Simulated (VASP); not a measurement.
# BeSe2 (Ibam) in VASP: notebook, part 3 of 3

VASP 6.6.1. The steps go on from the part before.

### 4 Single point, PBE

This run uses another cell than the first one, of 19.75 Å³/atom, 1.009 times its volume.

INCAR

```
SYSTEM = BeSe2
ALGO = Normal
EDIFF = 1E-6
ENCUT = 520
GGA = PE
ISIF = 2
ISMEAR = 0
LASPH = .TRUE.
LCHARG = .FALSE.
LREAL = .FALSE.
LWAVE = .FALSE.
NBANDS = 23
NELM = 60
PREC = Accurate
SIGMA = 0.02
```

KPOINTS

```
k-points
0
G
  8 8 8
  0 0 0
```

POSCAR

```
BeSe2
1.0
   -2.0765667577      4.5589674882      3.1298682707
    2.0765667577     -4.5589674882      3.1298682707
    2.0765667577      4.5589674882     -3.1298682707
Be Se
2 4
Direct
    0.2500000000      0.2500000000      0.0000000000
    0.7500000000      0.7500000000      0.0000000000
    0.1093896567      0.3192264172      0.4286160739
    0.6093896567      0.1807735828      0.7901632395
    0.3906103433      0.8192264172      0.2098367605
    0.8906103433      0.6807735828      0.5713839261
```

Potentials or basis: VASP PAW PBE potentials, release 64 (Be, Se).

Launch:

```sh
> cat potpaw_PBE.64/Be/POTCAR potpaw_PBE.64/Se/POTCAR > POTCAR
> mpirun -np 1 vasp_std > vasp.out
```

OUTCAR:

```text
SYSTEM = BeSe2
   EDIFF = 1E-6
   ENCUT = 520
   GGA = PE
   ISIF = 2
   ISMEAR = 0
   LASPH = .TRUE.
   LREAL = .FALSE.
   NELM = 60
   PREC = Accurate

 ion  position               nearest neighbor table
   1  0.250  0.250  0.000-   6 2.28   3 2.28   4 2.28   5 2.28
   2  0.750  0.750  0.000-   3 2.28   5 2.28   6 2.28   4 2.28
   3  0.109  0.319  0.429-   2 2.28   1 2.28   6 2.50
   4  0.609  0.181  0.790-   2 2.28   1 2.28   5 2.50
   5  0.391  0.819  0.210-   2 2.28   1 2.28   4 2.50
   6  0.891  0.681  0.571-   1 2.28   2 2.28   3 2.50

  LATTYP: Found a body centered orthorhombic cell.
 ALAT       =     4.1531335154
 B/A-ratio  =     1.5072321942
 C/A-ratio  =     2.1954350715

  Lattice vectors:

 A1 = (   2.0765667577,  -4.5589674882,  -3.1298682707)
 A2 = (  -2.0765667577,  -4.5589674882,   3.1298682707)
 A3 = (  -2.0765667577,   4.5589674882,  -3.1298682707)

Analysis of symmetry for initial positions (statically):
=====================================================================
 Subroutine PRICEL returns:
 Original cell was already a primitive cell.

 Routine SETGRP: Setting up the symmetry group for a
 body centered orthorhombic supercell.

 Subroutine GETGRP returns: Found  8 space group operations
 (whereof  4 operations were pure point group operations)
 out of a pool of  8 trial point group operations.

The static configuration has the point symmetry C_2h.
 The point group associated with its full space group is D_2h.

Analysis of symmetry for dynamics (positions and initial velocities):
=====================================================================
 Subroutine PRICEL returns:
 Original cell was already a primitive cell.

 Routine SETGRP: Setting up the symmetry group for a
 body centered orthorhombic supercell.

 Subroutine GETGRP returns: Found  8 space group operations
 (whereof  4 operations were pure point group operations)
[... 132 lines left out ...]
  volume/ion in A,a.u.               =      19.75       133.30
  Fermi-wavevector in a.u.,A,eV,Ry     =   1.012033  1.912465 13.935235  1.024211
  Thomas-Fermi vector in A             =   2.145118
   LORBIT       =      0    0 simple, 1 ext, 2 COOP (PROOUT), +10 PAW based schemes
   GGA     = PE    functional components
   LHFCALC =     F    Hartree Fock is set to
   AEXX    =    0.0000 exact exchange contribution
   IVDW    =     0    specifies the selected vdW correction
   LEPSILON=     F    determine dielectric tensor
   LRPA    =     F    only Hartree local field effects (RPA)
 non-spin polarized calculation
 Gauss-broadening in eV      SIGMA  =   0.02
  energy-cutoff  :      520.00
  volume of cell :      118.52
 maximum number of plane-waves:      3216
 NGX is ok and might be reduce to    48
   NGX = 21   NGY = 21   NGZ = 21

 number of electron      28.0000001 magnetization

 Free energy of the ion-electron system (eV)
  ---------------------------------------------------
  ext. energy  EPLUGINS =         0.00000000
  ---------------------------------------------------
  free energy    TOTEN  =       -23.70655776 eV

  energy without entropy =      -23.70655776  energy(sigma->0) =      -23.70655776

 E-fermi :   3.7154     XC(G=0):  -9.4301

 val. band max:        3.5754786427   @ k =   0.5000   0.5000   0.0000
 cond. band min:       4.2559714138   @ k =  -0.3750   0.5000   0.3750
 fundamental gap:      0.6804927711
 Fermi energy:         3.7154283091

 k-point     1 :       0.0000    0.0000    0.0000
  band No.  band energies     occupation
      1     -11.3742      2.00000
      2      -9.9370      2.00000
      3      -8.0840      2.00000
      4      -7.5781      2.00000
      5      -1.9933      2.00000
      6      -1.1524      2.00000
[... 613 lines left out ...]
     22      10.6953      0.00000
     23      11.4877      0.00000

 [... further k-points ...]

------------------------ aborting loop because EDIFF is reached ----------------------------------------

  FORCE on cell =-STRESS in cart. coord.  units (eV):
  Direction    XX          YY          ZZ          XY          YZ          ZX
  --------------------------------------------------------------------------------------
  -------------------------------------------------------------------------------------
  Total        0.0602653      0.0572415      0.0846774      0.0000000      0.0000000      0.0000000
  in kB        0.8146656      0.7737906      1.1446680      0.0000000      0.0000000      0.0000000
  external PRESSURE =       0.9110414 kB  Pullay stress =       0.0000000 kB

 VOLUME and BASIS-vectors are now :
 -----------------------------------------------------------------------------
  energy-cutoff  :      520.00
  volume of cell :      118.52
      direct lattice vectors                 reciprocal lattice vectors
    -2.076566758  4.558967488  3.129868271     0.000000000  0.109673956  0.159751132
     2.076566758 -4.558967488  3.129868271     0.240782050  0.000000000  0.159751132
     2.076566758  4.558967488 -3.129868271     0.240782050  0.109673956  0.000000000

 POSITION                                       TOTAL-FORCE (eV/Angst)
 -----------------------------------------------------------------------------------
      0.00000      0.00000      1.56493        -0.000000      0.000000      0.000000
      0.00000      0.00000      4.69480         0.000000      0.000000      0.000000
      1.32579      0.99741     -0.00000         0.007094      0.014682      0.000000
      0.75078      5.55638      0.00000        -0.007094      0.014682      0.000000
      1.32579     -0.99741      3.12987         0.007094     -0.014682     -0.000000
      0.75078      3.56156      3.12987        -0.007094     -0.014682     -0.000000
 -----------------------------------------------------------------------------------
    total drift:                               -0.000000      0.000000      0.000000

  FREE ENERGIE OF THE ION-ELECTRON SYSTEM (eV)
  ---------------------------------------------------
  free  energy   TOTEN  =       -23.7065577641 eV

  energy  without entropy=      -23.7065577641  energy(sigma->0) =      -23.70655776
```

stdout:

```text
POSCAR found type information on POSCAR BeSe
 POSCAR found :  2 types and       6 ions
 scaLAPACK will be used
 LDA part: xc-table for (Slater+PW92), standard interpolation
 POSCAR, INCAR and KPOINTS ok, starting setup
 FFT: planning ... GRIDC
 FFT: planning ... GRID_SOFT
 FFT: planning ... GRID
 WAVECAR not read
 entering main loop
```

Wall time 3.7 min (1 thread of AMD EPYC 7R13 (Zen 3), shared host); peak memory 0.42 GiB.

What came out:

```
Free energy            : -23.7066 eV
Pressure               : 0.1 GPa
Largest force          : 0.016 eV/Å
Band gap on the k mesh : 0.68 eV, indirect (least direct gap 1.27 eV)
```

Forces on the atoms (eV/Å):
```
Be   0.000  0.000  0.000
Be   0.000  0.000  0.000
Se   0.007  0.015  0.000
Se  -0.007  0.015  0.000
Se   0.007 -0.015  0.000
Se  -0.007 -0.015  0.000
```

A k mesh can miss the band edges.

### 5 The runs side by side

| task | cell | k mesh | cutoff (eV) | smearing | gap on the mesh (eV) | pressure (GPa) | largest force (eV/Å) |
| --- | --- | --- | --- | --- | --- | --- | --- |
| single point | a = 5.864 Å, angles 138.2, 79.5, 115.9°, 6 atoms | 4 × 4 × 4 | 520 | gaussian 0.2 eV | 0.67 | 0.3 | 0.04 |
| relaxation of cell and atoms | relaxed from a = 5.704 Å, angles 123.5, 82.2, 125.8°, 6 atoms | 4 × 4 × 4 | 600 | gaussian 0.2 eV | none | -0.1 | 0.05 |
| single point | a = 5.907 Å, angles 138.8, 79.0, 116.0°, 6 atoms | 8 × 8 × 8 | 520 | gaussian 0.02 eV | 0.68 | 0.1 | 0.02 |

Alike in all rows: level PBE; potentials or basis VASP PAW PBE potentials, release 64 (Be, Se); no spin polarisation.

Caveats: some runs use coarse meshes; the relaxation stopped at a loose force limit of 0.08 eV/Å, so its end isn't a converged minimum (some runs).

Total energies depend on the potentials used, so only differences within one code and one set of settings carry meaning.
